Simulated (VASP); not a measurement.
# SiO2 (I4/mmm) in VASP: a series of runs

Runs on SiO2. Level: PBE. Tasks: single point, relaxation of cell and atoms.

Program: VASP 6.6.1. These are calculated values, not measurements. Logs are shortened: lines on timing, memory, paths and dates and some standing lists are left out, and cuts for length are marked.

**1. The cell of the first run**

The structure is tetragonal, space group I4/mmm (No. 139). Conventional cell: a = 9.117 Å, b = 9.117 Å, c = 5.305 Å, α = 90.00°, β = 90.00°, γ = 90.00°. Si (site symmetry m2m) has 4 O at 1.63 Å within 2.2 Å. Within 2.2 Å of O (site symmetry 2/m) lie 2 Si at 1.63 Å. O (site symmetry m2m) has 2 Si at 1.63 Å within 2.2 Å.

**2. Single point, PBE (18.37 Å³/atom)**

Input file INCAR:

```
SYSTEM = SiO2
PREC = Accurate
ENCUT = 520
EDIFF = 1E-6
ISMEAR = 0
SIGMA = 0.02
LREAL = .False.
LASPH = .True.
NELM = 60
ALGO = Normal
ISIF = 2
LWAVE = .False.
LCHARG = .False.
GGA = PE
NBANDS = 44
```

Input file KPOINTS:

```
regular mesh
0
Gamma
  6 6 6
  0 0 0
```

Input file POSCAR:

```
SiO2
1.0
   -4.5583704025      4.5583704025      2.6526892400
    4.5583704025     -4.5583704025      2.6526892400
    4.5583704025      4.5583704025     -2.6526892400
Si O
4 8
Direct
    0.1766028885      0.1766028885      0.3532057769
    0.8233971115      0.1766028885      0.0000000000
    0.1766028885      0.8233971115      0.0000000000
    0.8233971115      0.8233971115      0.6467942231
    0.5000000000      0.5000000000      0.5000000000
    0.0000000000      0.5000000000      0.0000000000
    0.5000000000      0.0000000000      0.0000000000
    0.0000000000      0.0000000000      0.5000000000
    0.0000000000      0.2072985927      0.2072985927
    0.7927014073      0.0000000000      0.7927014073
    0.2072985927      0.0000000000      0.2072985927
    0.0000000000      0.7927014073      0.7927014073
```

Potentials or basis: VASP PAW PBE potentials, release 64 (Si, O).

Command:

```console
cat potpaw_PBE.64/Si/POTCAR potpaw_PBE.64/O/POTCAR > POTCAR
mpirun -np 1 vasp_std > vasp.out
```

OUTCAR:

```text
SYSTEM = SiO2
   PREC = Accurate
   ENCUT = 520
   EDIFF = 1E-6
   ISMEAR = 0
   LREAL = .False.
   LASPH = .True.
   NELM = 60
   ISIF = 2
   GGA = PE

 ion  position               nearest neighbor table
   1  0.177  0.177  0.353-   5 1.63   8 1.63   9 1.63  11 1.63
   2  0.823  0.177  0.000-   6 1.63   7 1.63   9 1.63  10 1.63
   3  0.177  0.823  0.000-   6 1.63   7 1.63  11 1.63  12 1.63
   4  0.823  0.823  0.647-   5 1.63   8 1.63  10 1.63  12 1.63
   5  0.500  0.500  0.500-   1 1.63   4 1.63
   6  0.000  0.500  0.000-   2 1.63   3 1.63
   7  0.500  0.000  0.000-   2 1.63   3 1.63
   8  0.000  0.000  0.500-   1 1.63   4 1.63
   9  0.000  0.207  0.207-   1 1.63   2 1.63
  10  0.793  0.000  0.793-   4 1.63   2 1.63
  11  0.207  0.000  0.207-   1 1.63   3 1.63
  12  0.000  0.793  0.793-   4 1.63   3 1.63

  LATTYP: Found a body centered tetragonal cell.
 ALAT       =     9.1167408050
 C/A-ratio  =     0.5819380625

  Lattice vectors:

 A1 = (  -4.5583704025,   4.5583704025,   2.6526892400)
 A2 = (   4.5583704025,  -4.5583704025,   2.6526892400)
 A3 = (   4.5583704025,   4.5583704025,  -2.6526892400)

Analysis of symmetry for initial positions (statically):
=====================================================================
 Subroutine PRICEL returns:
 Original cell was already a primitive cell.

 Routine SETGRP: Setting up the symmetry group for a
 body centered tetragonal supercell.

 Subroutine GETGRP returns: Found 16 space group operations
 (whereof 16 operations were pure point group operations)
 out of a pool of 16 trial point group operations.

The static configuration has the point symmetry D_4h.

Analysis of symmetry for dynamics (positions and initial velocities):
=====================================================================
 Subroutine PRICEL returns:
 Original cell was already a primitive cell.

 Routine SETGRP: Setting up the symmetry group for a
 body centered tetragonal supercell.

 Subroutine GETGRP returns: Found 16 space group operations
 (whereof 16 operations were pure point group operations)
 out of a pool of 16 trial point group operations.

The dynamic configuration has the point symmetry D_4h.

 Subroutine INISYM returns: Found 16 space group operations
 (whereof 16 operations are pure point group operations),
 and found     1 'primitive' translations

----------------------------------------------------------------------------------------

                                     Primitive cell

  volume of cell :     220.4782

  direct lattice vectors                    reciprocal lattice vectors
    -4.558370402  4.558370402  2.652689240     0.000000000  0.109688322  0.188487966
     4.558370402 -4.558370402  2.652689240     0.109688322  0.000000000  0.188487966
     4.558370402  4.558370402 -2.652689240     0.109688322  0.109688322  0.000000000

  length of vectors
     6.970957012  6.970957012  6.970957012     0.218080814  0.218080814  0.155122712

  position of ions in fractional coordinates (direct lattice)
     0.176602888  0.176602888  0.353205777
     0.823397112  0.176602888  0.000000000
     0.176602888  0.823397112  0.000000000
     0.823397112  0.823397112  0.646794223
     0.500000000  0.500000000  0.500000000
     0.000000000  0.500000000  0.000000000
     0.500000000  0.000000000  0.000000000
     1.000000000  1.000000000  0.500000000
     0.000000000  0.207298593  0.207298593
     0.792701407  0.000000000  0.792701407
     0.207298593  0.000000000  0.207298593
     0.000000000  0.792701407  0.792701407

  ion indices of the primitive-cell ions
   primitive index   ion index
                 1           1
                 2           2
                 3           3
                 4           4
                 5           5
                 6           6
                 7           7
                 8           8
                 9           9
                10          10
                11          11
                12          12

----------------------------------------------------------------------------------------

 KPOINTS: regular mesh

Automatic generation of k-mesh.
 Grid dimensions read from file:
 generate k-points for:    6    6    6

 Generating k-lattice:

  Cartesian coordinates                     Fractional coordinates (reciprocal lattice)
     0.000000000  0.018281387  0.031414661     0.166666667  0.000000000 -0.000000000
     0.018281387  0.000000000  0.031414661     0.000000000  0.166666667 -0.000000000
     0.018281387  0.018281387  0.000000000     0.000000000  0.000000000  0.166666667

  Length of vectors
     0.036346802  0.036346802  0.025853785

  Shift w.r.t. Gamma in fractional coordinates (k-lattice)
     0.000000000  0.000000000  0.000000000

 Subroutine IBZKPT returns following result:
 ===========================================

 Found     30 irreducible k-points:

 Following reciprocal coordinates:
            Coordinates               Weight
  0.000000  0.000000  0.000000      1.000000
  0.166667 -0.000000  0.000000      8.000000
  0.333333 -0.000000  0.000000      8.000000
  0.500000 -0.000000  0.000000      4.000000
  0.166667  0.166667  0.000000      8.000000
  0.333333  0.166667  0.000000     16.000000
[... 16 lines left out ...]
 -0.333333 -0.333333  0.166667      8.000000
 -0.166667 -0.333333  0.166667      8.000000
 [... further k-points ...]
   k-points           NKPTS =     30   k-points in BZ     NKDIM =     30   number of bands    NBANDS=     44
   number of dos      NEDOS =    301   number of ions     NIONS =     12
   total plane-waves  NPLWV = 157464
   dimension x,y,z NGX =    54 NGY =   54 NGZ =   54
   dimension x,y,z NGXF=   108 NGYF=  108 NGZF=  108
   ions per type =               4   8
   NGX,Y,Z   is equivalent  to a cutoff of  12.88, 12.88, 12.88 a.u.
   NGXF,Y,Z  is equivalent  to a cutoff of  25.76, 25.76, 25.76 a.u.
 SYSTEM =  SiO2
   PREC   = accura    normal or accurate (medium, high low for compatibility)
   ISTART =      0    job   : 0-new  1-cont  2-samecut
   ICHARG =      2    charge: 1-file 2-atom 10-const
   ISPIN  =      1    spin polarized calculation?
   LNONCOLLINEAR =      F non collinear calculations
   LSORBIT =      F    spin-orbit coupling
   LASPH  =      T    aspherical Exc in radial PAW
   ENCUT  =  520.0 eV  38.22 Ry    6.18 a.u.  12.96 12.96 12.96*2*pi/ulx,y,z
   NELM   =     60;   NELMIN=  2; NELMDL= -5     # of ELM steps
   EDIFF  = 0.1E-05   stopping-criterion for ELM
   LREAL  =      F    real-space projection
   EDIFFG = 0.1E-04   stopping-criterion for IOM
   NSW    =      0    number of steps for IOM
   IBRION =     -1    ionic relax: 0-MD 1-quasi-New 2-CG
   NFREE  =      0    steps in history (QN), initial steepest desc. (CG)
   ISIF   =      2    stress and relaxation
   ISYM   =      2    0-nonsym 1-usesym 2-fastsym
   POTIM  = 0.5000    time-step for ionic-motion
   TEBEG  =    0.0;   TEEND  =   0.0 temperature during run
   PSTRESS=    0.0 pullay stress
   NELECT =      64.0000    total number of electrons
   NUPDOWN=      -1.0000    fix difference up-down
   EMIN   =  10.00;   EMAX   =-10.00  energy-range for DOS
   EFERMI =   0.00;   METHOD = LEGACY
   ISMEAR =     0;   SIGMA  =   0.02  broadening in eV -4-tet -1-fermi 0-gaus
   EFERMI_NEDOS =   21; number of points for ismear=-14 and -15
   IALGO  =     38    algorithm
   IMIX   =      4    mixing-type and parameters
     AMIX     =   0.40;   BMIX     =  1.00
     AMIX_MAG =   1.60;   BMIX_MAG =  1.00
  volume/ion in A,a.u.               =      18.37       123.99
  Fermi-wavevector in a.u.,A,eV,Ry     =   1.083959  2.048386 15.986406  1.174968
  Thomas-Fermi vector in A             =   2.220038
   LORBIT       =      0    0 simple, 1 ext, 2 COOP (PROOUT), +10 PAW based schemes
   GGA     = PE    functional components
   LHFCALC =     F    Hartree Fock is set to
   AEXX    =    0.0000 exact exchange contribution
   IVDW    =     0    specifies the selected vdW correction
   LEPSILON=     F    determine dielectric tensor
   LRPA    =     F    only Hartree local field effects (RPA)
 non-spin polarized calculation
 Gauss-broadening in eV      SIGMA  =   0.02
  energy-cutoff  :      520.00
  volume of cell :      220.48
 maximum number of plane-waves:      5958
 NGX is ok and might be reduce to    54
   NGX = 25   NGY = 25   NGZ = 25

 number of electron      64.0000008 magnetization

 Free energy of the ion-electron system (eV)
  ---------------------------------------------------
  ext. energy  EPLUGINS =         0.00000000
  ---------------------------------------------------
  free energy    TOTEN  =       -94.79573635 eV

  energy without entropy =      -94.79573635  energy(sigma->0) =      -94.79573635

 E-fermi :  -1.2367     XC(G=0):  -7.1562

 val. band max:       -1.3785639923   @ k =   0.5000   0.5000   0.5000
 cond. band min:       3.8538381741   @ k =   0.0000   0.0000   0.0000
 fundamental gap:      5.2324021665
 Fermi energy:        -1.2367241561

 k-point     1 :       0.0000    0.0000    0.0000
  band No.  band energies     occupation
      1     -20.5896      2.00000
      2     -19.7763      2.00000
      3     -19.2725      2.00000
      4     -19.2725      2.00000
      5     -18.7273      2.00000
      6     -18.6724      2.00000
[... 36 lines left out ...]
     43       9.3607      0.00000
     44       9.6818      0.00000

 k-point     2 :       0.1667   -0.0000    0.0000
  band No.  band energies     occupation
      1     -20.5256      2.00000
      2     -19.7729      2.00000
      3     -19.3654      2.00000
      4     -19.2717      2.00000
      5     -18.7241      2.00000
      6     -18.6794      2.00000
[... 36 lines left out ...]
     43       9.1903      0.00000
     44       9.2038      0.00000

 k-point     3 :       0.3333   -0.0000    0.0000
  band No.  band energies     occupation
      1     -20.3557      2.00000
      2     -19.7637      2.00000
      3     -19.5931      2.00000
      4     -19.2765      2.00000
      5     -18.7196      2.00000
      6     -18.6898      2.00000
[... 976 lines left out ...]
     43       9.0006      0.00000
     44       9.4264      0.00000

 k-point    24 :      -0.1667   -0.3333    0.1667
  band No.  band energies     occupation
      1     -20.2167      2.00000
      2     -19.7600      2.00000
      3     -19.7590      2.00000
      4     -19.2791      2.00000
      5     -18.7214      2.00000
      6     -18.6907      2.00000
[... 36 lines left out ...]
     43       9.3898      0.00000
     44       9.5202      0.00000

 [... further k-points ...]
[... 5 lines left out ...]
  --------------------------------------------------------------------------------------
  -------------------------------------------------------------------------------------
  Total       -4.8982359     -4.8982359     -5.0049095      0.0000000      0.0000000      0.0000000
  in kB      -35.5946470    -35.5946470    -36.3698258      0.0000000      0.0000000      0.0000000
  external PRESSURE =     -35.8530400 kB  Pullay stress =       0.0000000 kB

 VOLUME and BASIS-vectors are now :
 -----------------------------------------------------------------------------
  energy-cutoff  :      520.00
  volume of cell :      220.48
      direct lattice vectors                 reciprocal lattice vectors
    -4.558370402  4.558370402  2.652689240     0.000000000  0.109688322  0.188487966
     4.558370402 -4.558370402  2.652689240     0.109688322  0.000000000  0.188487966
     4.558370402  4.558370402 -2.652689240     0.109688322  0.109688322  0.000000000

 POSITION                                       TOTAL-FORCE (eV/Angst)
 -----------------------------------------------------------------------------------
      1.61004      1.61004      0.00000         0.009581      0.009581     -0.000000
     -2.94833      2.94833      2.65269         0.009581     -0.009581      0.000000
      2.94833     -2.94833      2.65269        -0.009581      0.009581     -0.000000
      2.94833      2.94833      2.65269        -0.009581     -0.009581      0.000000
      2.27919      2.27919      1.32634        -0.000000      0.000000     -0.000000
      2.27919     -2.27919      1.32634        -0.000000      0.000000     -0.000000
     -2.27919      2.27919      1.32634        -0.000000      0.000000     -0.000000
      2.27919      2.27919     -1.32634        -0.000000      0.000000     -0.000000
      1.88989      0.00000      0.00000        -0.004165      0.000000      0.000000
      0.00000      7.22685      0.00000        -0.000000      0.004165     -0.000000
      0.00000      1.88989      0.00000        -0.000000     -0.004165      0.000000
      7.22685      0.00000      0.00000         0.004165      0.000000     -0.000000
 -----------------------------------------------------------------------------------
    total drift:                                0.000000      0.000000     -0.000000

  FREE ENERGIE OF THE ION-ELECTRON SYSTEM (eV)
  ---------------------------------------------------
  free  energy   TOTEN  =       -94.7957363484 eV

  energy  without entropy=      -94.7957363484  energy(sigma->0) =      -94.79573635
```

Run time: 4.2 min. Hardware: 1 thread of AMD EPYC 9R45 (Zen 5), shared host; peak memory 0.45 GiB.

Results:

```yaml
Free_energy: -94.7957 eV
Pressure: -3.6 GPa
Largest_force: 0.014 eV/Å
Band_gap_on_the_k_mesh: 5.23 eV (least direct gap 5.24 eV)
```

Forces in eV/Å, atoms in the order of the input:
```
Si   0.010  0.010  0.000
Si   0.010 -0.010  0.000
Si  -0.010  0.010  0.000
Si  -0.010 -0.010  0.000
O    0.000  0.000  0.000
O    0.000  0.000  0.000
O    0.000  0.000  0.000
O    0.000  0.000  0.000
O   -0.004  0.000  0.000
O    0.000  0.004  0.000
O    0.000 -0.004  0.000
O    0.004  0.000  0.000
```

Caveat: the cell stands under tension.

[end of part 1 of 2]
